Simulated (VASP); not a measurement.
# P in VASP: single point with PBE+D3(BJ)

Aim: the single point of P with PBE+D3(BJ).

All numbers are computed with VASP 6.6.1; they aren't measurements. Logs are shortened: lines on timing, memory, paths and dates and some standing lists are left out, and cuts for length are marked.

## Step 1: The cell of the first run

The cell holds a slab with vacuum, 10 atoms: a = 5.465 Å, b = 19.605 Å, c = 6.142 Å, α = 90.00°, β = 102.89°, γ = 90.00°.

## Step 2: Single point, PBE+D3(BJ)

Contents of INCAR:

```
SYSTEM = P
PREC = Accurate ; ENCUT = 520
EDIFF = 1E-6 ; ISMEAR = 0
SIGMA = 0.02 ; LREAL = .FALSE.
LASPH = .TRUE. ; NELM = 100
ALGO = Normal ; ISIF = 2
LWAVE = .FALSE. ; LCHARG = .FALSE.
GGA = PE ; IVDW = 12
NBANDS = 36
```

Contents of KPOINTS:

```
Automatic mesh
0
G
  6 2 6
  0 0 0
```

Contents of POSCAR:

```
P
1.0
    5.4644053556      0.0000000000      0.0832648097
    0.0000000000     19.6054557692      0.0000000000
   -1.4614921500      0.0000000000      5.9652737449
P
10
Direct
    0.1456670916      0.4115042107      0.6953818232
    0.1642400654      0.4426372031      0.3520032563
    0.1642400654      0.5573627969      0.3520032563
    0.1456670916      0.5884957893      0.6953818232
    0.2305158652      0.5000000000      0.9212281797
    0.5512966691      0.5876159766      0.3252361642
    0.7443612434      0.5581901391      0.6678701933
    0.7443612434      0.4418098609      0.6678701933
    0.5512966691      0.4123840234      0.3252361642
    0.6289785356      0.5000000000      0.1157757263
```

Potentials or basis: VASP PAW PBE potentials, release 64 (P).

The run is started by

```sh
> cat potpaw_PBE.64/P/POTCAR > POTCAR
> mpirun -np 1 vasp_std > vasp.out
```

OUTCAR:

```text
SYSTEM = P
   PREC = Accurate
   ENCUT = 520
   EDIFF = 1E-6
   ISMEAR = 0
   LREAL = .FALSE.
   LASPH = .TRUE.
   NELM = 100
   ISIF = 2
   GGA = PE
   IVDW = 12
 IVDW          = 12

 ion  position               nearest neighbor table
   1  0.146  0.412  0.695-   5 2.21   2 2.22   8 2.24
   2  0.164  0.443  0.352-   1 2.22   9 2.24   3 2.25
   3  0.164  0.557  0.352-   4 2.22   6 2.24   2 2.25
   4  0.146  0.588  0.695-   5 2.21   3 2.22   7 2.24
   5  0.231  0.500  0.921-   1 2.21   4 2.21  10 2.24
   6  0.551  0.588  0.325-   7 2.21   3 2.24  10 2.24
   7  0.744  0.558  0.668-   6 2.21   4 2.24   8 2.28
   8  0.744  0.442  0.668-   9 2.21   1 2.24   7 2.28
   9  0.551  0.412  0.325-   8 2.21   2 2.24  10 2.24
  10  0.629  0.500  0.116-   5 2.24   6 2.24   9 2.24

  LATTYP: Found a simple monoclinic cell.
 ALAT       =     5.4650396997
 B/A-ratio  =     3.5874315369
 C/A-ratio  =     1.1238157449
 COS(beta)  =    -0.2231363801

  Lattice vectors:

 A1 = (   5.4644053556,   0.0000000000,   0.0832648097)
 A2 = (   0.0000000000,  19.6054557692,   0.0000000000)
 A3 = (  -1.4614921500,   0.0000000000,   5.9652737449)

Analysis of symmetry for initial positions (statically):
=====================================================================
 Subroutine PRICEL returns:
 Original cell was already a primitive cell.

 Routine SETGRP: Setting up the symmetry group for a
 simple monoclinic supercell.

 Subroutine GETGRP returns: Found  2 space group operations
 (whereof  2 operations were pure point group operations)
 out of a pool of  4 trial point group operations.

The static configuration has the point symmetry C_1h.

Analysis of symmetry for dynamics (positions and initial velocities):
=====================================================================
 Subroutine PRICEL returns:
 Original cell was already a primitive cell.

 Routine SETGRP: Setting up the symmetry group for a
 simple monoclinic supercell.

 Subroutine GETGRP returns: Found  2 space group operations
 (whereof  2 operations were pure point group operations)
 out of a pool of  4 trial point group operations.

The dynamic configuration has the point symmetry C_1h.

 Subroutine INISYM returns: Found  2 space group operations
 (whereof  2 operations are pure point group operations),
 and found     1 'primitive' translations

----------------------------------------------------------------------------------------

                                     Primitive cell

  volume of cell :     641.4585

  direct lattice vectors                    reciprocal lattice vectors
     5.464405356  0.000000000  0.083264810     0.182321880  0.000000000  0.044668863
     0.000000000 19.605455769  0.000000000     0.000000000  0.051006210  0.000000000
    -1.461492150  0.000000000  5.965273745    -0.002544895  0.000000000  0.167013401

  length of vectors
     5.465039700 19.605455769  6.141697661     0.187714078  0.051006210  0.167032789

  position of ions in fractional coordinates (direct lattice)
     0.145667092  0.411504211  0.695381823
     0.164240065  0.442637203  0.352003256
     0.164240065  0.557362797  0.352003256
     0.145667092  0.588495789  0.695381823
     0.230515865  0.500000000  0.921228180
     0.551296669  0.587615977  0.325236164
     0.744361243  0.558190139  0.667870193
     0.744361243  0.441809861  0.667870193
     0.551296669  0.412384023  0.325236164
     0.628978536  0.500000000  0.115775726

  ion indices of the primitive-cell ions
   primitive index   ion index
                 1           1
                 2           2
                 3           3
                 4           4
                 5           5
                 6           6
                 7           7
                 8           8
                 9           9
                10          10

----------------------------------------------------------------------------------------

 KPOINTS: Automatic mesh

Automatic generation of k-mesh.
 Grid dimensions read from file:
 generate k-points for:    6    2    6

 Generating k-lattice:

  Cartesian coordinates                     Fractional coordinates (reciprocal lattice)
     0.030386980  0.000000000  0.007444811     0.166666667  0.000000000  0.000000000
     0.000000000  0.025503105  0.000000000     0.000000000  0.500000000  0.000000000
    -0.000424149  0.000000000  0.027835567    -0.000000000  0.000000000  0.166666667

  Length of vectors
     0.031285680  0.025503105  0.027838798

  Shift w.r.t. Gamma in fractional coordinates (k-lattice)
     0.000000000  0.000000000  0.000000000

 Subroutine IBZKPT returns following result:
 ===========================================

 Found     40 irreducible k-points:

 Following reciprocal coordinates:
            Coordinates               Weight
  0.000000  0.000000  0.000000      1.000000
  0.166667  0.000000  0.000000      2.000000
  0.333333  0.000000  0.000000      2.000000
  0.500000  0.000000  0.000000      1.000000
  0.000000  0.500000  0.000000      1.000000
  0.166667  0.500000  0.000000      2.000000
[... 16 lines left out ...]
  0.333333  0.000000  0.333333      2.000000
  0.500000  0.000000  0.333333      2.000000
 [... further k-points ...]
   k-points           NKPTS =     40   k-points in BZ     NKDIM =     40   number of bands    NBANDS=     36
   number of dos      NEDOS =    301   number of ions     NIONS =     10
   total plane-waves  NPLWV = 302400
   dimension x,y,z NGX =    42 NGY =  150 NGZ =   48
   dimension x,y,z NGXF=    84 NGYF=  300 NGZF=   96
   ions per type =              10
   NGX,Y,Z   is equivalent  to a cutoff of  12.78, 12.72, 12.99 a.u.
   NGXF,Y,Z  is equivalent  to a cutoff of  25.55, 25.44, 25.99 a.u.
 SYSTEM =  P
   PREC   = accura    normal or accurate (medium, high low for compatibility)
   ISTART =      0    job   : 0-new  1-cont  2-samecut
   ICHARG =      2    charge: 1-file 2-atom 10-const
   ISPIN  =      1    spin polarized calculation?
   LNONCOLLINEAR =      F non collinear calculations
   LSORBIT =      F    spin-orbit coupling
   LASPH  =      T    aspherical Exc in radial PAW
   ENCUT  =  520.0 eV  38.22 Ry    6.18 a.u.  10.16 36.45 11.42*2*pi/ulx,y,z
   NELM   =    100;   NELMIN=  2; NELMDL= -5     # of ELM steps
   EDIFF  = 0.1E-05   stopping-criterion for ELM
   LREAL  =      F    real-space projection
   EDIFFG = 0.1E-04   stopping-criterion for IOM
   NSW    =      0    number of steps for IOM
   IBRION =     -1    ionic relax: 0-MD 1-quasi-New 2-CG
   NFREE  =      0    steps in history (QN), initial steepest desc. (CG)
   ISIF   =      2    stress and relaxation
   ISYM   =      2    0-nonsym 1-usesym 2-fastsym
   POTIM  = 0.5000    time-step for ionic-motion
   TEBEG  =    0.0;   TEEND  =   0.0 temperature during run
   PSTRESS=    0.0 pullay stress
   NELECT =      50.0000    total number of electrons
   NUPDOWN=      -1.0000    fix difference up-down
   EMIN   =  10.00;   EMAX   =-10.00  energy-range for DOS
   EFERMI =   0.00;   METHOD = LEGACY
   ISMEAR =     0;   SIGMA  =   0.02  broadening in eV -4-tet -1-fermi 0-gaus
   EFERMI_NEDOS =   21; number of points for ismear=-14 and -15
   IALGO  =     38    algorithm
   IMIX   =      4    mixing-type and parameters
     AMIX     =   0.40;   BMIX     =  1.00
     AMIX_MAG =   1.60;   BMIX_MAG =  1.00
  volume/ion in A,a.u.               =      64.15       432.88
  Fermi-wavevector in a.u.,A,eV,Ry     =   0.699319  1.321521  6.653889  0.489047
  Thomas-Fermi vector in A             =   1.783165
   LORBIT       =      0    0 simple, 1 ext, 2 COOP (PROOUT), +10 PAW based schemes
   GGA     = PE    functional components
   LHFCALC =     F    Hartree Fock is set to
   AEXX    =    0.0000 exact exchange contribution
   IVDW    =    12    specifies the selected vdW correction
   LEPSILON=     F    determine dielectric tensor
   LRPA    =     F    only Hartree local field effects (RPA)
 non-spin polarized calculation
 Gauss-broadening in eV      SIGMA  =   0.02
  energy-cutoff  :      520.00
  volume of cell :      641.46
 maximum number of plane-waves:     17314
 NGX is ok and might be reduce to    42
   NGX = 21   NGY = 73   NGZ = 23

 number of electron      49.9999999 magnetization

 Free energy of the ion-electron system (eV)
  ---------------------------------------------------
  ext. energy  EPLUGINS =         0.00000000
  ---------------------------------------------------
  free energy    TOTEN  =       -53.37033892 eV

  energy without entropy =      -53.37033892  energy(sigma->0) =      -53.37033892

 E-fermi :  -1.6869     XC(G=0):  -3.5031

 val. band max:       -1.7965641837   @ k =   0.1667   0.0000   0.0000
 cond. band min:      -0.7281800307   @ k =   0.5000   0.5000   0.5000
 fundamental gap:      1.0683841529
 Fermi energy:        -1.6868534624

 k-point     1 :       0.0000    0.0000    0.0000
  band No.  band energies     occupation
      1     -16.9367      2.00000
      2     -14.8054      2.00000
      3     -14.2575      2.00000
      4     -13.5412      2.00000
      5     -13.4019      2.00000
      6     -12.3143      2.00000
[... 28 lines left out ...]
     35       2.6371      0.00000
     36       2.6383      0.00000

 k-point     2 :       0.1667    0.0000    0.0000
  band No.  band energies     occupation
      1     -16.8292      2.00000
      2     -14.6997      2.00000
      3     -14.6409      2.00000
      4     -13.5687      2.00000
      5     -13.1267      2.00000
      6     -12.6398      2.00000
[... 28 lines left out ...]
     35       2.3932      0.00000
     36       2.7362      0.00000

 k-point     3 :       0.3333    0.0000    0.0000
  band No.  band energies     occupation
      1     -16.5210      2.00000
      2     -15.2819      2.00000
      3     -14.3900      2.00000
      4     -13.7292      2.00000
      5     -13.2697      2.00000
      6     -12.5496      2.00000
[... 28 lines left out ...]
     35       2.0624      0.00000
     36       2.3272      0.00000

 k-point     4 :       0.5000    0.0000    0.0000
  band No.  band energies     occupation
      1     -16.1849      2.00000
      2     -15.7487      2.00000
      3     -13.9478      2.00000
      4     -13.8415      2.00000
      5     -13.7924      2.00000
      6     -12.1974      2.00000
[... 28 lines left out ...]
     35       1.9484      0.00000
     36       2.3791      0.00000

 k-point     5 :       0.0000    0.5000    0.0000
  band No.  band energies     occupation
      1     -16.9367      2.00000
      2     -14.8054      2.00000
      3     -14.2575      2.00000
      4     -13.5412      2.00000
      5     -13.4019      2.00000
      6     -12.3143      2.00000
[... 655 lines left out ...]
 k-point    22 :       0.1667    0.0000    0.3333
  band No.  band energies     occupation
      1     -16.4397      2.00000
      2     -15.6107      2.00000
      3     -14.5988      2.00000
      4     -13.6995      2.00000
      5     -12.8437      2.00000
      6     -11.8883      2.00000
[... 28 lines left out ...]
     35       2.3209      0.00000
     36       2.6019      0.00000

 k-point    23 :       0.3333    0.0000    0.3333
  band No.  band energies     occupation
      1     -16.0644      2.00000
      2     -15.8222      2.00000
      3     -14.2873      2.00000
      4     -14.0517      2.00000
      5     -13.3625      2.00000
      6     -12.3777      2.00000
[... 28 lines left out ...]
     35       2.2122      0.00000
     36       2.3015      0.00000

 k-point    24 :       0.5000    0.0000    0.3333
  band No.  band energies     occupation
      1     -16.1327      2.00000
      2     -15.5568      2.00000
      3     -14.0796      2.00000
      4     -13.9407      2.00000
      5     -13.7786      2.00000
      6     -13.0564      2.00000
[... 28 lines left out ...]
     35       1.9565      0.00000
     36       1.9709      0.00000

 [... further k-points ...]

------------------------ aborting loop because EDIFF is reached ----------------------------------------

 Edisp (eV)   -2.59120

 E8    (eV) :    -1.0416

  FORCE on cell =-STRESS in cart. coord.  units (eV):
  Direction    XX          YY          ZZ          XY          YZ          ZX
  --------------------------------------------------------------------------------------
  -------------------------------------------------------------------------------------
  Total      -0.39817    -0.46242    -0.40191     0.00000     0.00000    -0.01589
  in kB      -0.99451    -1.15500    -1.00385     0.00000     0.00000    -0.03968
  external pressure =       -1.05 kB  Pullay stress =        0.00 kB

 VOLUME and BASIS-vectors are now :
 -----------------------------------------------------------------------------
  energy-cutoff  :      520.00
  volume of cell :      641.46
      direct lattice vectors                 reciprocal lattice vectors
     5.464405356  0.000000000  0.083264810     0.182321880  0.000000000  0.044668863
     0.000000000 19.605455769  0.000000000     0.000000000  0.051006210  0.000000000
    -1.461492150  0.000000000  5.965273745    -0.002544895  0.000000000  0.167013401

 POSITION                                       TOTAL-FORCE (eV/Angst)
 -----------------------------------------------------------------------------------
     -0.22031      8.06773      4.16027        -0.016359      0.052719     -0.012638
      0.38302      8.67810      2.11347         0.024935      0.013894      0.031835
      0.38302     10.92735      2.11347         0.024935     -0.013894      0.031835
     -0.22031     11.53773      4.16027        -0.016359     -0.052719     -0.012638
     -0.08674      9.80273      5.51457         0.027629      0.000000     -0.027782
      2.53718     11.52048      1.98603        -0.014168     -0.049886      0.019612
      3.09140     10.94357      4.04601         0.024931     -0.011526     -0.034068
      3.09140      8.66188      4.04601         0.024931      0.011526     -0.034068
      2.53718      8.08498      1.98603        -0.014168      0.049886      0.019612
      3.26779      9.80273      0.74301        -0.066307      0.000000      0.018299
 -----------------------------------------------------------------------------------
    total drift:                                0.000060     -0.000000      0.000053

  FREE ENERGIE OF THE ION-ELECTRON SYSTEM (eV)
  ---------------------------------------------------
  free  energy   TOTEN  =       -55.9615391253 eV

  energy  without entropy=      -55.9615391253  energy(sigma->0) =      -55.96153913
```

Wall time 18 min (1 thread of Intel Xeon Platinum 8488C (Sapphire Rapids), shared host); peak memory 0.97 GiB.

What came out:

| Item | Value |
| --- | --- |
| Free energy | -55.9615 eV |
| Largest force | 0.069 eV/Å |
| Band gap on the k mesh | 1.07 eV, indirect (least direct gap 1.46 eV) |
| Dispersion energy per atom | -0.259 eV |

Forces in eV/Å, atoms in the order of the input:
```
P   -0.016  0.053 -0.013
P    0.025  0.014  0.032
P    0.025 -0.014  0.032
P   -0.016 -0.053 -0.013
P    0.028  0.000 -0.028
P   -0.014 -0.050  0.020
P    0.025 -0.012 -0.034
P    0.025  0.012 -0.034
P   -0.014  0.050  0.020
P   -0.066  0.000  0.018
```
